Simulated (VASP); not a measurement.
AlBAs2, 8 atoms in the cell. It takes space group I-42d (No. 122, tetragonal). The conventional cell has a = 5.042 Å, b = 5.042 Å, c = 10.083 Å, α = 90.00°, β = 90.00°, γ = 90.00°. B (site symmetry -4) has 4 As at 2.18 Å within 2.9 Å. As (site symmetry 2) has 2 B at 2.18 Å and 2 Al at 2.18 Å within 2.9 Å. Within 2.9 Å of Al (site symmetry -4) lie 4 As at 2.18 Å. 

- Program: VASP 6.6.1
- Task: relaxation of cell and atoms
- Functional: PBE
- Potentials or basis: VASP PAW PBE potentials, release 64 (B, As, Al)
- Cutoff: 600 eV
- k mesh: 6 × 6 × 6
- Occupations: fermi-dirac, width 0.02 eV
- Spin: no spin polarisation
- Dipole correction: no
- Further INCAR settings: ALGO = Normal; EDIFF = 1e-06; IBRION = 2; EDIFFG = -0.005; NSW = 80; ISIF = 3

Potentials or basis: VASP PAW PBE potentials, release 64 (B, As, Al).

The run is started by

```bash
$ cat potpaw_PBE.64/B/POTCAR potpaw_PBE.64/As/POTCAR potpaw_PBE.64/Al/POTCAR > POTCAR
$ mpirun -np 1 vasp_std > vasp.out
```

Hardware: 1 thread of AMD EPYC 9R45 96-Core Processor (Zen 5) (shared host).

Q: How long does it take, and how much memory?

A: Run time: 11 min on 1 thread of AMD EPYC 9R45 96-Core Processor (Zen 5), on a shared host, peak memory 0.39 GiB. Counts: scf iterations 94, k points 30, ion steps 16.
